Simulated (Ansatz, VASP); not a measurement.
One calculation of Au, two programs

Contents of INCAR:

```
PREC     = Accurate       # precision mode
ENCUT    = 520            # plane-wave cutoff, eV
EDIFF    = 1E-6           # SCF threshold, eV
ISMEAR   = -1             # smearing method
SIGMA    = 0.1            # smearing width, eV
LREAL    = F              # projectors in reciprocal space
LASPH    = T              # aspherical terms in the spheres
NELM     = 60             # most SCF steps
ALGO     = Normal         # electronic algorithm
ISIF     = 2              # what is computed and relaxed
LWAVE    = F              # write WAVECAR
LCHARG   = T              # write CHGCAR
LELF     = T              # ELF
LVHAR    = T            
NBANDS   = 12             # bands
```

File KPOINTS:

```
Automatic mesh
0
Gamma
  17 17 17
```

File POSCAR:

```
Au
1.0
   -1.4609010315      1.4609010315      1.4609010315
    1.4609010315     -1.4609010315      1.4609010315
    1.4609010315      1.4609010315     -1.4609010315
Au
1
Direct
    0.0000000000      0.0000000000      0.0000000000
```

Input for Ansatz:

```yaml
crystal:
  lattice:
    - [-1.4609010315, 1.4609010315, 1.4609010315]
    - [1.4609010315, -1.4609010315, 1.4609010315]
    - [1.4609010315, 1.4609010315, -1.4609010315]
  atoms:
    - { symbol: Au, position: [0.0, 0.0, 0.0] }
kpoints:
  mp_grid: { grid: [17, 17, 17] }
scf:
  occupations: { method: fermi_dirac, width: 0.1 }
hamiltonian:
  xc: lda
  pseudopotentials: { kind: all_electron, lapw: { basis_error: 0.001 } }
output:
  forces: true
  stress: true
  eigenvalues: true
  populations: true
```

Change from the starting cell: volume scaled by 0.75, LAPW.

Alike in both runs: task single point; functional LDA; k mesh 17 × 17 × 17; occupations fermi-dirac, width 0.1 eV; no spin polarisation.

|  | VASP | Ansatz |
| --- | --- | --- |
| version | VASP 6.6.1 | Ansatz 0.2.0 |
| potentials or method | VASP PAW LDA potentials, release 64 (Au), cutoff 520 eV | all-electron LAPW, scalar-relativistic |

|  | VASP | Ansatz | Ansatz less VASP |
| --- | --- | --- | --- |
| pressure (GPa) | 124.3 | 122.2 | -2.03 |

LDA's correlation is that of Perdew and Zunger in VASP and of Perdew and Wang (1992) in Ansatz. Both programs put the cell under a high pressure, so it lies far from rest at this level. Ansatz ran all-electron here, and VASP with PAW potentials.

Neither program's run includes spin-orbit coupling. Noted on VASP's run: the cell as given lies far from equilibrium.
